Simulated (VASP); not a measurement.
# CsCd15Se16 (a cell with a defect) in VASP: single point with PBE

Aim: the single point of CsCd15Se16 (a cell with a defect) with PBE.

Everything below comes from runs of VASP 6.6.1. Logs are shortened: lines on timing, memory, paths and dates and some standing lists are left out, and cuts for length are marked.

### 1 The cell of the first run

The cell holds a defect, 32 atoms: a = 8.600 Å, b = 8.600 Å, c = 14.040 Å, α = 90.00°, β = 90.00°, γ = 120.00°.

### 2 Single point, PBE

The input, INCAR:

```
SYSTEM = CsCd15Se16
PREC = Accurate
ENCUT = 520
EDIFF = 1E-7
ISMEAR = -1
SIGMA = 0.01
LREAL = Auto
LASPH = .True.
NELM = 80
ALGO = Normal
ISIF = 2
LWAVE = .False.
LCHARG = .False.
GGA = PE
NELECT = 286.0
NBANDS = 164
KPAR = 4
```

The input, KPOINTS:

```
regular mesh
0
Gamma
  3 3 2
  0 0 0
```

The input, POSCAR:

```
CsCd15Se16
1.0
    8.6000000000      0.0000000000      0.0000000000
   -4.3000000000      7.4478184726      0.0000000000
    0.0000000000      0.0000000000     14.0400000000
Cs Cd Se
1 15 16
Direct
    0.1666666667      0.3333333333      0.0623464611
    0.1666666667      0.3333333333      0.4807989931
    0.1905511906      0.8452755953     -0.0165998912
    0.1464961570      0.8232480785      0.5059822951
    0.6547244047      0.3094488094     -0.0165998912
    0.6767519215      0.3535038430      0.5059822951
    0.6547244047      0.8452755953     -0.0165998912
    0.6767519215      0.8232480785      0.5059822951
    0.3444862024      0.1555137976      0.2650519221
    0.3326210819      0.1673789181      0.7362144968
    0.3444862024      0.6889724048      0.2650519221
    0.3326210819      0.6652421639      0.7362144968
    0.8110275952      0.1555137976      0.2650519221
    0.8347578361      0.1673789181      0.7362144968
    0.8333333333      0.6666666667      0.2291878703
    0.8333333333      0.6666666667      0.7734781777
    0.1666666667      0.3333333333      0.2831448014
    0.1666666667      0.3333333333      0.6721074378
    0.1761075888      0.8380537944      0.1787106689
    0.1510126586      0.8255063293      0.6906515523
    0.6619462056      0.3238924112      0.1787106689
    0.6744936707      0.3489873414      0.6906515523
    0.6619462056      0.8380537944      0.1787106689
    0.6744936707      0.8255063293      0.6906515523
    0.3438392533      0.1561607467      0.4525409264
    0.3309622209      0.1690377791      0.9206188025
    0.3438392533      0.6876785065      0.4525409264
    0.3309622209      0.6619244418      0.9206188025
    0.8123214935      0.1561607467      0.4525409264
    0.8380755582      0.1690377791      0.9206188025
    0.8333333333      0.6666666667      0.4210762113
    0.8333333333      0.6666666667      0.9583477285
```

Potentials or basis: VASP PAW PBE potentials, release 64 (Cs_sv, Cd, Se).

Started as:

```sh
cat potpaw_PBE.64/Cs_sv/POTCAR potpaw_PBE.64/Cd/POTCAR potpaw_PBE.64/Se/POTCAR > POTCAR
mpirun -np 4 vasp_std > vasp.out
```

OUTCAR:

```text
SYSTEM = CsCd15Se16
   PREC = Accurate
   ENCUT = 520
   EDIFF = 1E-7
   ISMEAR = -1
   LREAL = Auto
   LASPH = .True.
   NELM = 80
   ISIF = 2
   GGA = PE
   NELECT = 286.0

 ion  position               nearest neighbor table
   1  0.167  0.333  0.062-
   2  0.167  0.333  0.481-  25 2.67  29 2.67  27 2.67  18 2.69  17 2.78
   3  0.191  0.845  0.983-  28 2.57  26 2.57  32 2.68  19 2.74
   4  0.146  0.823  0.506-  20 2.59  25 2.60  27 2.60  31 2.62
   5  0.655  0.309  0.983-  26 2.57  30 2.57  32 2.68  21 2.74
   6  0.677  0.354  0.506-  22 2.59  25 2.60  29 2.60  31 2.62
   7  0.655  0.845  0.983-  28 2.57  30 2.57  32 2.68  23 2.74
   8  0.677  0.823  0.506-  24 2.59  27 2.60  29 2.60  31 2.62
[... 15 lines left out ...]
  24  0.674  0.826  0.691-   8 2.59  12 2.63  14 2.63  16 2.64
  25  0.344  0.156  0.453-   6 2.60   4 2.60   9 2.63   2 2.67
  26  0.331  0.169  0.921-   5 2.57   3 2.57  10 2.59
  27  0.344  0.688  0.453-   8 2.60   4 2.60  11 2.63   2 2.67
  28  0.331  0.662  0.921-   7 2.57   3 2.57  12 2.59
  29  0.812  0.156  0.453-   8 2.60   6 2.60  13 2.63   2 2.67
  30  0.838  0.169  0.921-   5 2.57   7 2.57  14 2.59
  31  0.833  0.667  0.421-   8 2.62   4 2.62   6 2.62  15 2.69
  32  0.833  0.667  0.958-  16 2.60   7 2.68   3 2.68   5 2.68

  LATTYP: Found a hexagonal cell.
 ALAT       =     8.6000000000
 C/A-ratio  =     1.6325581395

  Lattice vectors:

 A1 = (   8.6000000000,   0.0000000000,   0.0000000000)
 A2 = (  -4.3000000000,   7.4478184726,   0.0000000000)
 A3 = (   0.0000000000,   0.0000000000,  14.0400000000)

Analysis of symmetry for initial positions (statically):
=====================================================================
 Subroutine PRICEL returns:
 Original cell was already a primitive cell.

 Routine SETGRP: Setting up the symmetry group for a
 hexagonal supercell.

 Subroutine GETGRP returns: Found  6 space group operations
 (whereof  2 operations were pure point group operations)
 out of a pool of 24 trial point group operations.

The static configuration has the point symmetry C_1h.
 The point group associated with its full space group is C_3v.

Analysis of symmetry for dynamics (positions and initial velocities):
=====================================================================
 Subroutine PRICEL returns:
 Original cell was already a primitive cell.

 Routine SETGRP: Setting up the symmetry group for a
 hexagonal supercell.

 Subroutine GETGRP returns: Found  6 space group operations
 (whereof  2 operations were pure point group operations)
 out of a pool of 24 trial point group operations.

The dynamic configuration has the point symmetry C_1h.
 The point group associated with its full space group is C_3v.

 Subroutine INISYM returns: Found  6 space group operations
 (whereof  2 operations are pure point group operations),
 and found     1 'primitive' translations

----------------------------------------------------------------------------------------

                                     Primitive cell

  volume of cell :     899.2794

  direct lattice vectors                    reciprocal lattice vectors
     8.600000000  0.000000000  0.000000000     0.116279070  0.067133752  0.000000000
    -4.300000000  7.447818473  0.000000000     0.000000000  0.134267504  0.000000000
     0.000000000  0.000000000 14.040000000     0.000000000  0.000000000  0.071225071

  length of vectors
     8.600000000  8.600000000 14.040000000     0.134267504  0.134267504  0.071225071

  position of ions in fractional coordinates (direct lattice)
     0.166666667  0.333333333  0.062346461
     0.166666667  0.333333333  0.480798993
     0.190551191  0.845275595  0.983400109
     0.146496157  0.823248079  0.505982295
     0.654724405  0.309448809  0.983400109
     0.676751921  0.353503843  0.505982295
[... 24 lines left out ...]
     0.833333333  0.666666667  0.421076211
     0.833333333  0.666666667  0.958347729

  ion indices of the primitive-cell ions
   primitive index   ion index
                 1           1
                 2           2
                 3           3
                 4           4
                 5           5
                 6           6
[... 24 lines left out ...]
                31          31
                32          32

----------------------------------------------------------------------------------------

 KPOINTS: regular mesh

Automatic generation of k-mesh.
 Grid dimensions read from file:
 generate k-points for:    3    3    2

 Generating k-lattice:

  Cartesian coordinates                     Fractional coordinates (reciprocal lattice)
     0.038759690  0.022377917  0.000000000     0.333333333  0.000000000  0.000000000
     0.000000000  0.044755835  0.000000000     0.000000000  0.333333333  0.000000000
     0.000000000  0.000000000  0.035612536     0.000000000  0.000000000  0.500000000

  Length of vectors
     0.044755835  0.044755835  0.035612536

  Shift w.r.t. Gamma in fractional coordinates (k-lattice)
     0.000000000  0.000000000  0.000000000

 Subroutine IBZKPT returns following result:
 ===========================================

 Found      6 irreducible k-points:

 Following reciprocal coordinates:
            Coordinates               Weight
  0.000000  0.000000  0.000000      1.000000
  0.333333 -0.000000  0.000000      6.000000
  0.333333  0.333333  0.000000      2.000000
  0.000000  0.000000  0.500000      1.000000
  0.333333 -0.000000  0.500000      6.000000
  0.333333  0.333333  0.500000      2.000000
   k-points           NKPTS =      6   k-points in BZ     NKDIM =      6   number of bands    NBANDS=    164
   number of dos      NEDOS =    301   number of ions     NIONS =     32
   total plane-waves  NPLWV = 442368
   dimension x,y,z NGX =    64 NGY =   64 NGZ =  108
   dimension x,y,z NGXF=   128 NGYF=  128 NGZF=  216
   ions per type =               1  15  16
   NGX,Y,Z   is equivalent  to a cutoff of  12.37, 12.37, 12.79 a.u.
   NGXF,Y,Z  is equivalent  to a cutoff of  24.74, 24.74, 25.58 a.u.
 SYSTEM =  CsCd15Se16
   PREC   = accura    normal or accurate (medium, high low for compatibility)
   ISTART =      0    job   : 0-new  1-cont  2-samecut
   ICHARG =      2    charge: 1-file 2-atom 10-const
   ISPIN  =      1    spin polarized calculation?
   LNONCOLLINEAR =      F non collinear calculations
   LSORBIT =      F    spin-orbit coupling
   LASPH  =      T    aspherical Exc in radial PAW
   ENCUT  =  520.0 eV  38.22 Ry    6.18 a.u.  15.99 15.99 26.11*2*pi/ulx,y,z
   NELM   =     80;   NELMIN=  2; NELMDL= -5     # of ELM steps
   EDIFF  = 0.1E-06   stopping-criterion for ELM
   LREAL  =      T    real-space projection
   EDIFFG = 0.1E-05   stopping-criterion for IOM
   NSW    =      0    number of steps for IOM
   IBRION =     -1    ionic relax: 0-MD 1-quasi-New 2-CG
   NFREE  =      0    steps in history (QN), initial steepest desc. (CG)
   ISIF   =      2    stress and relaxation
   ISYM   =      2    0-nonsym 1-usesym 2-fastsym
   POTIM  = 0.5000    time-step for ionic-motion
   TEBEG  =    0.0;   TEEND  =   0.0 temperature during run
   PSTRESS=    0.0 pullay stress
   NELECT =     286.0000    total number of electrons
   NUPDOWN=      -1.0000    fix difference up-down
   EMIN   =  10.00;   EMAX   =-10.00  energy-range for DOS
   EFERMI =   0.00;   METHOD = LEGACY
   ISMEAR =    -1;   SIGMA  =   0.01  broadening in eV -4-tet -1-fermi 0-gaus
   EFERMI_NEDOS =   21; number of points for ismear=-14 and -15
   IALGO  =     38    algorithm
   IMIX   =      4    mixing-type and parameters
     AMIX     =   0.40;   BMIX     =  1.00
     AMIX_MAG =   1.60;   BMIX_MAG =  1.00
  volume/ion in A,a.u.               =      28.10       189.64
  Fermi-wavevector in a.u.,A,eV,Ry     =   1.117460  2.111693 16.989822  1.248717
  Thomas-Fermi vector in A             =   2.254083
   LORBIT       =      0    0 simple, 1 ext, 2 COOP (PROOUT), +10 PAW based schemes
   GGA     = PE    functional components
   LHFCALC =     F    Hartree Fock is set to
   AEXX    =    0.0000 exact exchange contribution
   IVDW    =     0    specifies the selected vdW correction
   LEPSILON=     F    determine dielectric tensor
   LRPA    =     F    only Hartree local field effects (RPA)
 non-spin polarized calculation
  energy-cutoff  :      520.00
  volume of cell :      899.28
 maximum number of plane-waves:     24264
 NGX is ok and might be reduce to    64
   NGX = 31   NGY = 31   NGZ = 53

 number of electron     285.9999995 magnetization

 Free energy of the ion-electron system (eV)
  ---------------------------------------------------
  ext. energy  EPLUGINS =         0.00000000
  ---------------------------------------------------
  free energy    TOTEN  =       -84.39267036 eV

  energy without entropy =      -84.39267036  energy(sigma->0) =      -84.39267036

 E-fermi :   1.6036     XC(G=0):  -8.9625

 val. band max:        1.3767109273   @ k =   0.3333   0.3333   0.0000
 cond. band min:       1.8437195356   @ k =   0.0000   0.0000   0.0000
 fundamental gap:      0.4670086084
 Fermi energy:         1.6035900800

 k-point     1 :       0.0000    0.0000    0.0000
  band No.  band energies     occupation
      1     -19.2023      2.00000
      2     -11.5811      2.00000
      3     -11.3804      2.00000
      4     -11.3299      2.00000
      5     -11.2699      2.00000
      6     -11.1790      2.00000
[... 147 lines left out ...]
    154       4.3837      0.00000
    155       4.3837      0.00000

 k-point     2 :       0.3333   -0.0000    0.0000
  band No.  band energies     occupation
      1     -19.2023      2.00000
      2     -11.5032      2.00000
      3     -11.3324      2.00000
      4     -11.3220      2.00000
      5     -11.2846      2.00000
      6     -11.2135      2.00000
[... 147 lines left out ...]
    154       4.8212      0.00000
    155       4.8734      0.00000

 k-point     3 :       0.3333    0.3333    0.0000
  band No.  band energies     occupation
      1     -19.2022      2.00000
      2     -11.4317      2.00000
      3     -11.3309      2.00000
      4     -11.3155      2.00000
      5     -11.2683      2.00000
      6     -11.2559      2.00000
[... 147 lines left out ...]
    154       5.0314      0.00000
    155       5.1567      0.00000

 k-point     4 :       0.0000    0.0000    0.5000
  band No.  band energies     occupation
      1     -19.2023      2.00000
      2     -11.5697      2.00000
      3     -11.4335      2.00000
      4     -11.3031      2.00000
      5     -11.2383      2.00000
      6     -11.1734      2.00000
[... 147 lines left out ...]
    154       4.3439      0.00000
    155       4.3439      0.00000

 k-point     5 :       0.3333   -0.0000    0.5000
  band No.  band energies     occupation
      1     -19.2023      2.00000
      2     -11.4919      2.00000
      3     -11.3756      2.00000
      4     -11.3254      2.00000
      5     -11.2463      2.00000
      6     -11.2215      2.00000
[... 147 lines left out ...]
    154       4.7363      0.00000
    155       4.8921      0.00000

 k-point     6 :       0.3333    0.3333    0.5000
  band No.  band energies     occupation
      1     -19.2023      2.00000
      2     -11.4219      2.00000
      3     -11.3189      2.00000
      4     -11.3159      2.00000
      5     -11.3129      2.00000
      6     -11.2740      2.00000
[... 147 lines left out ...]
    154       5.0846      0.00000
    155       5.3304      0.00000
 [bands above 155 left out]

------------------------ aborting loop because EDIFF is reached ----------------------------------------

  FORCE on cell =-STRESS in cart. coord.  units (eV):
  Direction    XX          YY          ZZ          XY          YZ          ZX
  --------------------------------------------------------------------------------------
  -------------------------------------------------------------------------------------
  Total       29.4311065     29.4311065     36.6986058     -0.0000000     -0.0000000     -0.0000000
  in kB       52.4351519     52.4351519     65.3830997     -0.0000000     -0.0000000     -0.0000000
  external PRESSURE =      56.7511345 kB  Pullay stress =       0.0000000 kB

 VOLUME and BASIS-vectors are now :
 -----------------------------------------------------------------------------
  energy-cutoff  :      520.00
  volume of cell :      899.28
      direct lattice vectors                 reciprocal lattice vectors
     8.600000000  0.000000000  0.000000000     0.116279070  0.067133752  0.000000000
    -4.300000000  7.447818473  0.000000000     0.000000000  0.134267504  0.000000000
     0.000000000  0.000000000 14.040000000     0.000000000  0.000000000  0.071225071

 POSITION                                       TOTAL-FORCE (eV/Angst)
 -----------------------------------------------------------------------------------
      0.00000      2.48261      0.87534        -0.000000     -0.000000      0.005439
      0.00000      2.48261      6.75042        -0.000000     -0.000000      0.007896
     -1.99594      6.29546     13.80694        -0.007346     -0.004241      0.012615
     -2.28010      6.13140      7.10399        -0.007121     -0.004111     -0.001538
      4.30000      2.30472     13.80694        -0.000000      0.008483      0.012615
      4.30000      2.63283      7.10399         0.000000      0.008223     -0.001538
[... 24 lines left out ...]
      4.30000      4.96521      5.91191        -0.000000     -0.000000     -0.023292
      4.30000      4.96521     13.45520        -0.000000     -0.000000      0.024351
 -----------------------------------------------------------------------------------
    total drift:                                0.000003     -0.000002     -0.027823

  FREE ENERGIE OF THE ION-ELECTRON SYSTEM (eV)
  ---------------------------------------------------
  free  energy   TOTEN  =       -84.3926703625 eV

  energy  without entropy=      -84.3926703624  energy(sigma->0) =      -84.39267036
```

It took 17 min on 4 MPI ranks of AMD EPYC 7R43 (Zen 3), shared host; peak memory 1.2 GiB.

What came out:

* Free energy: -84.3927 eV
* Largest force: 0.048 eV/Å

Forces on the atoms (eV/Å):
```
Cs   0.000  0.000  0.005
Cd   0.000  0.000  0.008
Cd  -0.007 -0.004  0.013
Cd  -0.007 -0.004 -0.002
Cd   0.000  0.008  0.013
Cd   0.000  0.008 -0.002
Cd   0.007 -0.004  0.013
Cd   0.007 -0.004 -0.002
Cd   0.004 -0.002 -0.011
Cd   0.000  0.000 -0.008
Cd   0.000  0.005 -0.011
Cd   0.000  0.000 -0.008
Cd  -0.004 -0.002 -0.011
Cd   0.000  0.000 -0.008
Cd   0.000  0.000  0.004
Cd   0.000  0.000  0.005
Se   0.000  0.000  0.015
Se   0.000  0.000  0.004
Se   0.000  0.000 -0.021
Se   0.007  0.004  0.003
Se   0.000  0.000 -0.021
Se   0.000 -0.009  0.003
Se   0.000  0.000 -0.021
Se  -0.007  0.004  0.003
Se  -0.001  0.001  0.003
Se  -0.041  0.024  0.008
Se   0.000 -0.001  0.003
Se   0.000 -0.047  0.008
Se   0.001  0.001  0.003
Se   0.041  0.024  0.008
Se   0.000  0.000 -0.023
Se   0.000  0.000  0.024
```

Caveat: the cell carries a net charge on a neutralising background, which shifts energy and pressure; the cell is charged against a uniform background, so pressure and absolute levels hang on convention; spin-orbit coupling is left out, which moves the levels of the heavy elements.
